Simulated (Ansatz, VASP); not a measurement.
## AlN in VASP and in Ansatz

```
CELL_PARAMETERS angstrom
3.11300 0.00000 0.00000
-1.55650 2.69594 0.00000
0.00000 0.00000 4.98100
ATOMIC_POSITIONS crystal
Al 0.33333 0.66667 0.99900
Al 0.66667 0.33333 0.49900
N 0.33333 0.66667 0.38100
N 0.66667 0.33333 0.88100
```

Alike in both runs: functional PBE; k mesh 10 × 10 × 6; occupations gaussian, width 0.05 eV; no spin polarisation.

Ansatz relaxed the structure, and its values are those at the end. VASP's run is a single point on that final structure, the one shown.

|  | VASP | Ansatz |
| --- | --- | --- |
| version | VASP 6.6.1 | Ansatz 0.2.0 |
| potentials or method | VASP PAW PBE potentials, release 64 (Al, N), cutoff 520 eV | scalar-relativistic, plane waves, PAW |
| valence electrons in the cell | 16 | 16 |

|  | VASP | Ansatz | Ansatz less VASP |
| --- | --- | --- | --- |
| gap on the k mesh at the Fermi level (eV) | 4.19 | 4.18 | -0.011 |
| least direct gap on the mesh (eV) | 4.19 | 4.18 | -0.011 |
| pressure (GPa) | 3.4 | 3.7 | +0.25 |

The functional is the same, so the differences come from potentials, cutoffs and numerics. Ansatz's warnings: stress scf threshold loose.
